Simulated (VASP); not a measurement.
# Ag (Im-3m) in VASP: single point with LDA

Aim: the single point of Ag with LDA.

Program: VASP 6.6.1. These are calculated values, not measurements. Logs are shortened: lines on timing, memory, paths and dates and some standing lists are left out, and cuts for length are marked.

**1. The cell of the first run**

Symmetry: Im-3m, No. 229, cubic system. Conventional cell: a = 3.311 Å, b = 3.311 Å, c = 3.311 Å, α = 90.00°, β = 90.00°, γ = 90.00°. Within 3.8 Å of Ag (site symmetry m-3m) lie 14 Ag at 2.87 to 3.31 Å.

This isn't the form of Ag at room conditions, which is fcc.

**2. Single point, LDA**

INCAR

```
SYSTEM = Ag
ALGO = Fast ; EDIFF = 1E-7
ENCUT = 520 ; ISIF = 2
ISMEAR = 0 ; LASPH = .TRUE.
LCHARG = .FALSE. ; LREAL = .FALSE.
LWAVE = .FALSE. ; NBANDS = 54
NELM = 60 ; PREC = Accurate
SIGMA = 0.15
```

KPOINTS

```
k-points
0
G
  10 10 10
  0 0 0
```

POSCAR

```
Ag
1.0
   -3.3113080000     -3.3113080000      3.3113080000
   -3.3113080000      3.3113080000     -3.3113080000
    3.3113080000     -3.3113080000     -3.3113080000
Ag
8
Direct
    0.5000000000      0.5000000000      0.5000000000
    0.0000000000      0.5000000000      0.5000000000
    0.5000000000      0.0000000000      0.5000000000
    0.0000000000      0.0000000000      0.5000000000
    0.5000000000      0.5000000000      0.0000000000
    0.0000000000      0.5000000000      0.0000000000
    0.5000000000      0.0000000000      0.0000000000
    0.0000000000      0.0000000000      0.0000000000
```

Potentials or basis: VASP PAW LDA potentials, release 64 (Ag).

Command:

```bash
$ cat potpaw_LDA.64/Ag/POTCAR > POTCAR
$ mpirun -np 1 vasp_std > vasp.out
```

OUTCAR:

```text
SYSTEM = Ag
   EDIFF = 1E-7
   ENCUT = 520
   ISIF = 2
   ISMEAR = 0
   LASPH = .TRUE.
   LREAL = .FALSE.
   NELM = 60
   PREC = Accurate

 ion  position               nearest neighbor table
   1  0.500  0.500  0.500-   2 2.87   3 2.87   5 2.87   8 2.87   5 2.87   3 2.87   2 2.87   8 2.87
                             7 3.31   7 3.31   4 3.31   6 3.31   4 3.31   6 3.31
   2  0.000  0.500  0.500-   1 2.87   4 2.87   6 2.87   7 2.87   6 2.87   4 2.87   1 2.87   7 2.87
                             5 3.31   8 3.31   8 3.31   5 3.31   3 3.31   3 3.31
   3  0.500  0.000  0.500-   1 2.87   4 2.87   6 2.87   7 2.87   7 2.87   1 2.87   4 2.87   6 2.87
                             5 3.31   5 3.31   8 3.31   8 3.31   2 3.31   2 3.31
   4  0.000  0.000  0.500-   2 2.87   3 2.87   5 2.87   8 2.87   8 2.87   2 2.87   3 2.87   5 2.87
                             7 3.31   6 3.31   1 3.31   7 3.31   1 3.31   6 3.31
   5  0.500  0.500  0.000-   1 2.87   4 2.87   6 2.87   7 2.87   1 2.87   7 2.87   6 2.87   4 2.87
                             2 3.31   3 3.31   8 3.31   2 3.31   8 3.31   3 3.31
   6  0.000  0.500  0.000-   2 2.87   3 2.87   5 2.87   8 2.87   2 2.87   8 2.87   5 2.87   3 2.87
                             7 3.31   4 3.31   4 3.31   1 3.31   7 3.31   1 3.31
   7  0.500  0.000  0.000-   2 2.87   3 2.87   5 2.87   8 2.87   3 2.87   5 2.87   8 2.87   2 2.87
                             6 3.31   1 3.31   4 3.31   4 3.31   6 3.31   1 3.31
   8  0.000  0.000  0.000-   1 2.87   4 2.87   6 2.87   7 2.87   4 2.87   6 2.87   7 2.87   1 2.87
                             3 3.31   2 3.31   2 3.31   3 3.31   5 3.31   5 3.31

  LATTYP: Found a body centered cubic cell.
 ALAT       =     6.6226160000

  Lattice vectors:

 A1 = (  -3.3113080000,  -3.3113080000,   3.3113080000)
 A2 = (  -3.3113080000,   3.3113080000,  -3.3113080000)
 A3 = (   3.3113080000,  -3.3113080000,  -3.3113080000)

Analysis of symmetry for initial positions (statically):
=====================================================================
 Subroutine PRICEL returns following result:

  LATTYP: Found a body centered cubic cell.
 ALAT       =     3.3113080000

  Lattice vectors:

 A1 = (  -1.6556540000,  -1.6556540000,   1.6556540000)
 A2 = (  -1.6556540000,   1.6556540000,  -1.6556540000)
 A3 = (   1.6556540000,  -1.6556540000,  -1.6556540000)

   8 primitive cells build up your supercell.

 Routine SETGRP: Setting up the symmetry group for a
 body centered cubic supercell.

 Subroutine GETGRP returns: Found 48 space group operations
 (whereof 48 operations were pure point group operations)
 out of a pool of 48 trial point group operations.

The static configuration has the point symmetry O_h .

Analysis of symmetry for dynamics (positions and initial velocities):
=====================================================================
 Subroutine PRICEL returns following result:

  LATTYP: Found a body centered cubic cell.
 ALAT       =     3.3113080000

  Lattice vectors:

 A1 = (  -1.6556540000,  -1.6556540000,   1.6556540000)
 A2 = (  -1.6556540000,   1.6556540000,  -1.6556540000)
 A3 = (   1.6556540000,  -1.6556540000,  -1.6556540000)

   8 primitive cells build up your supercell.

 Routine SETGRP: Setting up the symmetry group for a
 body centered cubic supercell.

 Subroutine GETGRP returns: Found 48 space group operations
 (whereof 48 operations were pure point group operations)
 out of a pool of 48 trial point group operations.

The dynamic configuration has the point symmetry O_h .

 Subroutine INISYM returns: Found 48 space group operations
 (whereof 48 operations are pure point group operations),
 and found     8 'primitive' translations

----------------------------------------------------------------------------------------

                                     Primitive cell

  volume of cell :      18.1538

  direct lattice vectors                    reciprocal lattice vectors
    -1.655654000 -1.655654000  1.655654000    -0.301995465 -0.301995465  0.000000000
    -1.655654000  1.655654000 -1.655654000    -0.301995465  0.000000000 -0.301995465
     1.655654000 -1.655654000 -1.655654000     0.000000000 -0.301995465 -0.301995465

  length of vectors
     2.867676848  2.867676848  2.867676848     0.427086083  0.427086083  0.427086083

  position of ions in fractional coordinates (direct lattice)
     0.000000000  0.000000000  0.000000000

  ion indices of the primitive-cell ions
   primitive index   ion index
                 1           1

----------------------------------------------------------------------------------------

 KPOINTS: k-points

Automatic generation of k-mesh.
 Grid dimensions read from file:
 generate k-points for:   10   10   10

 Generating k-lattice:

  Cartesian coordinates                     Fractional coordinates (reciprocal lattice)
    -0.015099773 -0.015099773  0.000000000     0.100000000  0.000000000  0.000000000
    -0.015099773  0.000000000 -0.015099773     0.000000000  0.100000000  0.000000000
     0.000000000 -0.015099773 -0.015099773     0.000000000  0.000000000  0.100000000

  Length of vectors
     0.021354304  0.021354304  0.021354304

  Shift w.r.t. Gamma in fractional coordinates (k-lattice)
     0.000000000  0.000000000  0.000000000

 Subroutine IBZKPT returns following result:
 ===========================================

 Found     47 irreducible k-points:

 Following reciprocal coordinates:
            Coordinates               Weight
  0.000000  0.000000  0.000000      1.000000
  0.100000  0.000000  0.000000     12.000000
  0.200000  0.000000  0.000000     12.000000
  0.300000  0.000000  0.000000     12.000000
  0.400000  0.000000  0.000000     12.000000
  0.500000  0.000000  0.000000      6.000000
[... 16 lines left out ...]
  0.300000  0.300000  0.100000      8.000000
 -0.300000  0.300000  0.100000     24.000000
 [... further k-points ...]
   k-points           NKPTS =     47   k-points in BZ     NKDIM =     47   number of bands    NBANDS=     54
   number of dos      NEDOS =    301   number of ions     NIONS =      8
   total plane-waves  NPLWV = 110592
   dimension x,y,z NGX =    48 NGY =   48 NGZ =   48
   dimension x,y,z NGXF=    96 NGYF=   96 NGZF=   96
   ions per type =               8
   NGX,Y,Z   is equivalent  to a cutoff of  13.91, 13.91, 13.91 a.u.
   NGXF,Y,Z  is equivalent  to a cutoff of  27.83, 27.83, 27.83 a.u.
 SYSTEM =  Ag
   PREC   = accura    normal or accurate (medium, high low for compatibility)
   ISTART =      0    job   : 0-new  1-cont  2-samecut
   ICHARG =      2    charge: 1-file 2-atom 10-const
   ISPIN  =      1    spin polarized calculation?
   LNONCOLLINEAR =      F non collinear calculations
   LSORBIT =      F    spin-orbit coupling
   LASPH  =      T    aspherical Exc in radial PAW
   ENCUT  =  520.0 eV  38.22 Ry    6.18 a.u.  10.66 10.66 10.66*2*pi/ulx,y,z
   NELM   =     60;   NELMIN=  2; NELMDL= -5     # of ELM steps
   EDIFF  = 0.1E-06   stopping-criterion for ELM
   LREAL  =      F    real-space projection
   EDIFFG = 0.1E-05   stopping-criterion for IOM
   NSW    =      0    number of steps for IOM
   IBRION =     -1    ionic relax: 0-MD 1-quasi-New 2-CG
   NFREE  =      0    steps in history (QN), initial steepest desc. (CG)
   ISIF   =      2    stress and relaxation
   ISYM   =      2    0-nonsym 1-usesym 2-fastsym
   POTIM  = 0.5000    time-step for ionic-motion
   TEBEG  =    0.0;   TEEND  =   0.0 temperature during run
   PSTRESS=    0.0 pullay stress
   NELECT =      88.0000    total number of electrons
   NUPDOWN=      -1.0000    fix difference up-down
   EMIN   =  10.00;   EMAX   =-10.00  energy-range for DOS
   EFERMI =   0.00;   METHOD = LEGACY
   ISMEAR =     0;   SIGMA  =   0.15  broadening in eV -4-tet -1-fermi 0-gaus
   EFERMI_NEDOS =   21; number of points for ismear=-14 and -15
   IALGO  =     68    algorithm
   IMIX   =      4    mixing-type and parameters
     AMIX     =   0.40;   BMIX     =  1.00
     AMIX_MAG =   1.60;   BMIX_MAG =  1.00
  volume/ion in A,a.u.               =      18.15       122.51
  Fermi-wavevector in a.u.,A,eV,Ry     =   1.385318  2.617871 26.111022  1.919106
  Thomas-Fermi vector in A             =   2.509739
   LORBIT       =      0    0 simple, 1 ext, 2 COOP (PROOUT), +10 PAW based schemes
   GGA     = CA    functional components
   LHFCALC =     F    Hartree Fock is set to
   AEXX    =    0.0000 exact exchange contribution
   IVDW    =     0    specifies the selected vdW correction
   LEPSILON=     F    determine dielectric tensor
   LRPA    =     F    only Hartree local field effects (RPA)
 non-spin polarized calculation
 RMM-DIIS sequential band-by-band and
 Gauss-broadening in eV      SIGMA  =   0.15
  energy-cutoff  :      520.00
  volume of cell :      145.23
 maximum number of plane-waves:      3945
 NGX is ok and might be reduce to    48
   NGX = 21   NGY = 21   NGZ = 21

 number of electron      88.0000012 magnetization

 Free energy of the ion-electron system (eV)
  ---------------------------------------------------
  ext. energy  EPLUGINS =         0.00000000
  ---------------------------------------------------
  free energy    TOTEN  =       -29.28787127 eV

  energy without entropy =      -29.24692662  energy(sigma->0) =      -29.26739895

 E-fermi :   7.3052     XC(G=0): -12.2181

 val. band max:        7.3029509827   @ k =  -0.2000   0.3000   0.1000
 cond. band min:       7.3407873962   @ k =   0.0000   0.0000   0.0000
 fundamental gap:      0.0378364135
 Fermi energy:         7.3052111078

 k-point     1 :       0.0000    0.0000    0.0000
  band No.  band energies     occupation
      1      -0.0750      2.00000
      2       1.2808      2.00000
      3       1.2808      2.00000
      4       1.2808      2.00000
      5       1.2808      2.00000
      6       1.2808      2.00000
[... 46 lines left out ...]
     53      11.0655      0.00000
     54      13.9329      0.00000
[... 1309 lines left out ...]
     53      13.4920      0.00000
     54      13.8896      0.00000

 [... further k-points ...]

------------------------ aborting loop because EDIFF is reached ----------------------------------------

  FORCE on cell =-STRESS in cart. coord.  units (eV):
  Direction    XX          YY          ZZ          XY          YZ          ZX
  --------------------------------------------------------------------------------------
  -------------------------------------------------------------------------------------
  Total      -10.2113438    -10.2113438    -10.2113438      0.0000000      0.0000000      0.0000000
  in kB     -112.6509229   -112.6509229   -112.6509229      0.0000000      0.0000000      0.0000000
  external PRESSURE =    -112.6509229 kB  Pullay stress =       0.0000000 kB

 VOLUME and BASIS-vectors are now :
 -----------------------------------------------------------------------------
  energy-cutoff  :      520.00
  volume of cell :      145.23
      direct lattice vectors                 reciprocal lattice vectors
    -3.311308000 -3.311308000  3.311308000    -0.150997733 -0.150997733  0.000000000
    -3.311308000  3.311308000 -3.311308000    -0.150997733  0.000000000 -0.150997733
     3.311308000 -3.311308000 -3.311308000     0.000000000 -0.150997733 -0.150997733

 POSITION                                       TOTAL-FORCE (eV/Angst)
 -----------------------------------------------------------------------------------
     -1.65565     -1.65565     -1.65565         0.000000     -0.000000     -0.000000
      0.00000      0.00000     -3.31131        -0.000000     -0.000000      0.000000
      0.00000     -3.31131      0.00000        -0.000000     -0.000000     -0.000000
      1.65565     -1.65565     -1.65565        -0.000000     -0.000000     -0.000000
     -3.31131      0.00000      0.00000         0.000000      0.000000      0.000000
     -1.65565      1.65565     -1.65565        -0.000000      0.000000      0.000000
     -1.65565     -1.65565      1.65565         0.000000     -0.000000     -0.000000
      0.00000      0.00000      0.00000         0.000000      0.000000     -0.000000
 -----------------------------------------------------------------------------------
    total drift:                                0.000000     -0.000000     -0.000000

  FREE ENERGIE OF THE ION-ELECTRON SYSTEM (eV)
  ---------------------------------------------------
  free  energy   TOTEN  =       -29.2878712663 eV

  energy  without entropy=      -29.2469266245  energy(sigma->0) =      -29.26739895
```

It took 4.5 min on 1 thread of AMD EPYC 9R45 (Zen 5), shared host; peak memory 0.37 GiB.

What came out:

* Free energy: -29.2879 eV
* Pressure: -11.3 GPa
* Band gap on the k mesh: zero (bands 44 and 45 overlap by 2.36 eV)

Levels at points of the mesh, in eV from the Fermi level:
| k point | band 41 | band 42 | band 43 | band 44 | band 45 | band 46 | band 47 | band 48 |
| --- | --- | --- | --- | --- | --- | --- | --- | --- |
| (0.00, 0.00, 0.00) | -2.53 | 0.04 | 0.04 | 0.04 | 0.04 | 0.04 | 0.04 | 3.76 |
| (0.50, 0.00, 0.00) | -2.64 | -2.64 | 0.21 | 0.21 | 0.21 | 0.21 | 3.24 | 3.24 |
| (0.50, 0.50, 0.50) | -1.87 | -1.87 | -1.87 | -1.87 | -1.87 | -1.87 | 5.23 | 5.23 |

Caveat: the cell stands under tension.
